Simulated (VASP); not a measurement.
Crystal: SnGe2.

```
Sn Ge
1.0
     4.03922    0.00000    0.00000
    -2.01961    3.49807    0.00000
     0.00000    0.00000    9.99917
Sn Ge
2 4
Direct
  0.33333 0.66667 0.99820
  0.66667 0.33333 0.49820
  0.66667 0.33333 0.18785
  0.00000 0.00000 0.31395
  0.33333 0.66667 0.68785
  0.00000 0.00000 0.81395
```

The cell was generated, and may not be a known phase.

```yaml
Program: VASP 6.6.1
Task: relaxation of cell and atoms
Functional: PBE
Potentials_or_basis: VASP PAW PBE potentials, release 64 (Sn_d, Ge_d)
Cutoff: 600 eV
k_mesh: 12 × 12 × 4
Occupations: gaussian, width 0.1 eV
Spin: no spin polarisation
```

At the start: pressure 0.4 GPa; volume 23.55 Å³/atom.

Where does the relaxation end?

Over 17 steps the energy falls by 7.4 meV/atom and the volume is 23.72 Å³/atom (+0.7 %); space group P6_3mc (No. 186, to 0.1 Å) before and after.

Step by step:
```tsv
step	energy change (eV)	largest force (eV/Å)	pressure (GPa)	volume (Å³)
1	0.0000	0.0378	0.43	141.28
2	-0.0167	0.1115	-0.18	142.57
3	-0.0223	0.1976	-0.87	144.07
4	-0.0323	0.1819	-0.63	143.26
5	-0.0384	0.1486	-0.25	142.05
6	-0.0413	0.0907	0.10	141.51
7	-0.0413	0.0357	0.36	141.02
8	-0.0416	0.0616	0.30	141.24
9	-0.0430	0.0342	0.14	141.79
10	-0.0434	0.0197	0.01	142.32
11	-0.0434	0.0229	0.03	142.25
12	-0.0439	0.0224	-0.01	142.38
13	-0.0442	0.0322	-0.12	142.65
14	-0.0445	0.0176	-0.06	142.42
15	-0.0446	0.0114	0.01	142.28
16	-0.0446	0.0073	-0.05	142.31
17	-0.0446	0.0071	0.00	142.32
```

Final structure:
```xyz
6
Lattice="3.9688 0.0000 0.0000 -1.9844 3.4371 0.0000 0.0000 0.0000 10.4330" Properties=species:S:1:pos:R:3 pbc="T T T"
Sn    0.0000    2.2914   10.3861
Sn    1.9844    1.1457    5.1696
Ge    1.9844    1.1457    2.0059
Ge    0.0000    0.0000    3.2574
Ge    0.0000    2.2914    7.2224
Ge    0.0000    0.0000    8.4739
```
